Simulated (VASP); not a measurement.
Crystal: ZnS.

```
Zn S
1.0
     0.00000    2.72150    2.72150
     2.72150    0.00000    2.72150
     2.72150    2.72150    0.00000
Zn S
1 1
Direct
  0.25000 0.25000 0.25000
  0.00000 0.00000 0.00000
```

| Item | Value |
| --- | --- |
| Program | VASP 6.6.1 |
| Task | relaxation of cell and atoms |
| Functional | r2SCAN |
| Potentials or basis | VASP PAW PBE potentials, release 64 (Zn, S) |
| Cutoff | 600 eV |
| k mesh | 8 × 8 × 8 |
| Occupations | fermi-dirac, width 0.02 eV |
| Spin | no spin polarisation |

At the start: pressure -2.2 GPa; volume 20.16 Å³/atom.

Question: How do energy, volume and symmetry change on relaxing?

Answer: Over 4 steps the energy falls by 4.4 meV/atom and the volume is 19.57 Å³/atom (-2.9 %); space group F-43m (No. 216, to 0.1 Å) before and after.

The path:
```tsv
step	energy change (eV)	largest force (eV/Å)	pressure (GPa)	volume (Å³)
1	0.0000	0.0000	-2.19	40.31
2	-0.0080	0.0000	0.83	38.73
3	-0.0088	0.0000	0.08	39.09
4	-0.0088	0.0000	0.02	39.13
```

Final structure:
```yaml
crystal:
  lattice:
    - [0.00000, 2.69471, 2.69471]
    - [2.69471, 0.00000, 2.69471]
    - [2.69471, 2.69471, 0.00000]
  atoms:
    - { symbol: Zn, position: [0.25000, 0.25000, 0.25000] }
    - { symbol: S, position: [0.00000, 0.00000, 0.00000] }
```

Caveat: the PAW data sets were made with another functional, which shifts forces and pressure a little.
